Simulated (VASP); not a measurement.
# SiNi (Pmmn) in VASP: single point with LDA

Aim: the single point of SiNi with LDA.

Program: VASP 6.6.1. These are calculated values, not measurements. Logs are shortened: lines on timing, memory, paths and dates and some standing lists are left out, and cuts for length are marked.

## (1) The cell of the first run

Symmetry: Pmmn, No. 59, orthorhombic system. Conventional cell: a = 3.037 Å, b = 3.284 Å, c = 4.713 Å, α = 90.00°, β = 90.00°, γ = 90.00°. Within 3.1 Å of Si (site symmetry mm2) lie 6 Ni at 2.35 to 2.40 Å and 6 Si at 2.69 to 3.04 Å. Within 3.1 Å of Ni (site symmetry mm2) lie 6 Si at 2.35 to 2.40 Å and 6 Ni at 2.68 to 3.04 Å.

## (2) Single point, LDA, collinear spin, ferromagnetic start (11.75 Å³/atom)

INCAR reads:

```
ALGO     = Normal         # electronic algorithm
EDIFF    = 1E-6           # SCF threshold, eV
ENCUT    = 600            # plane-wave cutoff, eV
GGA_COMPAT= False        
ISIF     = 2              # what is computed and relaxed
ISMEAR   = -1             # smearing method
ISPIN    = 2              # spin polarisation
LASPH    = True           # aspherical terms in the spheres
LCHARG   = False          # write CHGCAR
LMAXMIX  = 4              # l up to which the mixer works
LORBIT   = 11             # projections on sites
LREAL    = False          # projectors in reciprocal space
LWAVE    = False          # write WAVECAR
MAGMOM   = 0 0 1.5 1.5    # initial moments
NBANDS   = 26             # bands
NELM     = 200            # most SCF steps
PREC     = Accurate       # precision mode
SIGMA    = 0.05           # smearing width, eV
```

KPOINTS reads:

```
k-points
0
Gamma
  11 10 7
```

POSCAR reads:

```
SiNi
1.0
    3.0366752898      0.0000000000      0.0000000000
    0.0000000000      3.2843754952      0.0000000000
    0.0000000000      0.0000000000      4.7133672907
Si Ni
2 2
Direct
    0.5000000000      0.5000000000      0.8423000000
    0.0000000000      0.0000000000      0.1577000000
    0.5000000000      0.5000000000      0.3442200000
    0.0000000000      0.0000000000      0.6557800000
```

Potentials or basis: VASP PAW LDA potentials, release 64 (Si, Ni).

Command:

```console
$ cat potpaw_LDA.64/Si/POTCAR potpaw_LDA.64/Ni/POTCAR > POTCAR
$ mpirun -np 1 vasp_std > vasp.out
```

OUTCAR:

```text
EDIFF = 1E-6
   ENCUT = 600
   ISIF = 2
   ISMEAR = -1
   ISPIN = 2
   LASPH = True
   LORBIT = 11
   LREAL = False
   NELM = 200
   PREC = Accurate

 ion  position               nearest neighbor table
   1  0.500  0.500  0.842-   3 2.35   3 2.37   4 2.40   4 2.40   4 2.40   4 2.40   2 2.69   2 2.69
                             2 2.69   2 2.69
   2  0.000  0.000  0.158-   4 2.35   4 2.37   3 2.40   3 2.40   3 2.40   3 2.40   1 2.69   1 2.69
                             1 2.69   1 2.69
   3  0.500  0.500  0.344-   1 2.35   1 2.37   2 2.40   2 2.40   2 2.40   2 2.40   4 2.68   4 2.68
                             4 2.68   4 2.68
   4  0.000  0.000  0.656-   2 2.35   2 2.37   1 2.40   1 2.40   1 2.40   1 2.40   3 2.68   3 2.68
                             3 2.68   3 2.68

  LATTYP: Found a simple orthorhombic cell.
 ALAT       =     3.0366752898
 B/A-ratio  =     1.0815695396
 C/A-ratio  =     1.5521472798

  Lattice vectors:

 A1 = (   3.0366752898,   0.0000000000,   0.0000000000)
 A2 = (   0.0000000000,   3.2843754952,   0.0000000000)
 A3 = (   0.0000000000,   0.0000000000,   4.7133672907)

Analysis of symmetry for initial positions (statically):
=====================================================================
 Subroutine PRICEL returns:
 Original cell was already a primitive cell.

 Routine SETGRP: Setting up the symmetry group for a
 simple orthorhombic supercell.

 Subroutine GETGRP returns: Found  8 space group operations
 (whereof  4 operations were pure point group operations)
 out of a pool of  8 trial point group operations.

The static configuration has the point symmetry C_2v.
 The point group associated with its full space group is D_2h.

Analysis of symmetry for dynamics (positions and initial velocities):
=====================================================================
 Subroutine PRICEL returns:
 Original cell was already a primitive cell.

 Routine SETGRP: Setting up the symmetry group for a
 simple orthorhombic supercell.

 Subroutine GETGRP returns: Found  8 space group operations
 (whereof  4 operations were pure point group operations)
 out of a pool of  8 trial point group operations.

The dynamic configuration has the point symmetry C_2v.
 The point group associated with its full space group is D_2h.

Analysis of structural, dynamic, and magnetic symmetry:
=====================================================================
 Subroutine PRICEL returns:
 Original cell was already a primitive cell.

 Routine SETGRP: Setting up the symmetry group for a
 simple orthorhombic supercell.

 Subroutine GETGRP returns: Found  8 space group operations
 (whereof  4 operations were pure point group operations)
[... 136 lines left out ...]
   LEPSILON=     F    determine dielectric tensor
   LRPA    =     F    only Hartree local field effects (RPA)
 spin polarized calculation
  energy-cutoff  :      600.00
  volume of cell :       47.01
 maximum number of plane-waves:      1596
   NGX = 13   NGY = 13   NGZ = 19

 number of electron      27.9999999 magnetization      -0.0001770

 number of electron      27.9999999 magnetization       0.0000393

 Free energy of the ion-electron system (eV)
  ---------------------------------------------------
  ext. energy  EPLUGINS =         0.00000000
  ---------------------------------------------------
  free energy    TOTEN  =       -27.20903407 eV

  energy without entropy =      -27.19761101  energy(sigma->0) =      -27.20332254

 E-fermi :  10.9318     XC(G=0): -12.6060

 val. band max:       10.9262014223   @ k =   0.3636   0.5000   0.4286
 cond. band min:      10.9355139515   @ k =   0.3636   0.2000   0.0000
 fundamental gap:      0.0093125292
 Fermi energy:        10.9318229382

 spin component 1

 k-point     1 :       0.0000    0.0000    0.0000
  band No.  band energies     occupation
      1      -2.7017      1.00000
      2       2.9660      1.00000
      3       4.6301      1.00000
      4       6.9147      1.00000
      5       7.4674      1.00000
      6       8.0061      1.00000
[... 685 lines left out ...]
     25      26.6392      0.00000
     26      27.2554      0.00000

 [... further k-points ...]

 spin component 2

 k-point     1 :       0.0000    0.0000    0.0000
  band No.  band energies     occupation
      1      -2.7017      1.00000
      2       2.9660      1.00000
      3       4.6301      1.00000
      4       6.9147      1.00000
      5       7.4674      1.00000
      6       8.0061      1.00000
[... 685 lines left out ...]
     25      26.6392      0.00000
     26      27.2554      0.00000

 [... further k-points ...]

------------------------ aborting loop because EDIFF is reached ----------------------------------------

  FORCE on cell =-STRESS in cart. coord.  units (eV):
  Direction    XX          YY          ZZ          XY          YZ          ZX
  --------------------------------------------------------------------------------------
  -------------------------------------------------------------------------------------
  Total       -2.9805618     -3.2443569     -3.6517678      0.0000000      0.0000000      0.0000000
  in kB     -101.5842254   -110.5749543   -124.4604306      0.0000000      0.0000000      0.0000000
  external PRESSURE =    -112.2065368 kB  Pullay stress =       0.0000000 kB

 VOLUME and BASIS-vectors are now :
 -----------------------------------------------------------------------------
  energy-cutoff  :      600.00
  volume of cell :       47.01
      direct lattice vectors                 reciprocal lattice vectors
     3.036675290  0.000000000  0.000000000     0.329307517  0.000000000  0.000000000
     0.000000000  3.284375495  0.000000000     0.000000000  0.304471886  0.000000000
     0.000000000  0.000000000  4.713367291     0.000000000  0.000000000  0.212162545

 POSITION                                       TOTAL-FORCE (eV/Angst)
 -----------------------------------------------------------------------------------
      1.51834      1.64219      3.97007         0.000000      0.000000     -0.188129
      0.00000      0.00000      0.74330         0.000000      0.000000      0.188129
      1.51834      1.64219      1.62244         0.000000      0.000000     -0.187406
      0.00000      0.00000      3.09093         0.000000      0.000000      0.187406
 -----------------------------------------------------------------------------------
    total drift:                                0.000000      0.000000     -0.000000

  FREE ENERGIE OF THE ION-ELECTRON SYSTEM (eV)
  ---------------------------------------------------
  free  energy   TOTEN  =       -27.2090340734 eV

  energy  without entropy=      -27.1976110130  energy(sigma->0) =      -27.20332254

 total charge

# of ion       s       p       d       tot
------------------------------------------
    1        0.757   0.849   0.000   1.606
    2        0.757   0.849   0.000   1.606
    3        0.474   0.587   8.475   9.535
    4        0.474   0.587   8.475   9.535
--------------------------------------------------
tot          2.461   2.873  16.949  22.283

 magnetization (x)

# of ion       s       p       d       tot
------------------------------------------
    1       -0.000   0.000   0.000   0.000
    2       -0.000   0.000   0.000   0.000
    3        0.000   0.000   0.000   0.000
    4        0.000   0.000   0.000   0.000
--------------------------------------------------
tot          0.000   0.000   0.000   0.000
```

OSZICAR:

```text
N       E                     dE             d eps       ncg     rms          rms(c)
DAV:   1     0.155377366168E+03    0.15538E+03   -0.12755E+04 15008   0.138E+03
DAV:   2    -0.190426781047E+02   -0.17442E+03   -0.16147E+03 15102   0.279E+02
DAV:   3    -0.297445945349E+02   -0.10702E+02   -0.10273E+02 17936   0.771E+01
DAV:   4    -0.299830422309E+02   -0.23845E+00   -0.23765E+00 17788   0.102E+01
DAV:   5    -0.299895088716E+02   -0.64666E-02   -0.64651E-02 18440   0.180E+00    0.218E+01
DAV:   6    -0.354334480160E+02   -0.54439E+01   -0.42460E+01 18042   0.121E+02    0.263E+01
DAV:   7    -0.272589848135E+02    0.81745E+01   -0.17760E+01 18098   0.787E+01    0.354E+00
DAV:   8    -0.272494287905E+02    0.95560E-02   -0.10391E+00 22288   0.987E+00    0.227E+00
DAV:   9    -0.272108333661E+02    0.38595E-01   -0.13072E-01 20852   0.480E+00    0.546E-01
DAV:  10    -0.272096485630E+02    0.11848E-02   -0.44305E-03 22650   0.763E-01    0.317E-01
DAV:  11    -0.272092394969E+02    0.40907E-03   -0.41246E-04 22784   0.185E-01    0.200E-01
DAV:  12    -0.272090395105E+02    0.19999E-03   -0.21249E-04 21474   0.231E-01    0.472E-02
DAV:  13    -0.272090369364E+02    0.25741E-05   -0.19193E-05 20374   0.423E-02    0.228E-02
DAV:  14    -0.272090346775E+02    0.22589E-05   -0.14891E-06 11648   0.184E-02    0.110E-02
DAV:  15    -0.272090340734E+02    0.60407E-06   -0.12847E-06  9978   0.130E-02
   1 F= -.27209034E+02 E0= -.27203323E+02  d E =-.114231E-01  mag=     0.0000
```

stdout:

```text
POSCAR found type information on POSCAR SiNi
 POSCAR found :  2 types and       4 ions
 scaLAPACK will be used
 LDA part: xc-table for (Slater(with rela. corr.)+CA(PZ))
 , standard interpolation
 POSCAR, INCAR and KPOINTS ok, starting setup
 FFT: planning ... GRIDC
 FFT: planning ... GRID_SOFT
 FFT: planning ... GRID
 WAVECAR not read
 entering main loop
```

It took 3.5 min on 1 thread of Oxide Virtual Turin-like, shared host; peak memory 0.35 GiB.

What came out:

```
Free energy                                           : -27.2090 eV
Pressure                                              : -11.2 GPa
Largest force                                         : 0.188 eV/Å
Band gap on the k mesh                                : zero (filled and empty bands overlap)
Net moment                                            : 0.00 μB per cell
Valence electrons inside the program's atomic spheres : Si 1.61; Ni 9.54
```

Forces in eV/Å, atoms in the order of the input:
```
Si   0.000  0.000 -0.188
Si   0.000  0.000  0.188
Ni   0.000  0.000 -0.187
Ni   0.000  0.000  0.187
```

Stress tensor (GPa, compression positive):
```
-10.16   0.00   0.00
  0.00 -11.06   0.00
  0.00   0.00 -12.45
```

Caveat: the cell stands under tension; the moments typed at the start vanished in this run.
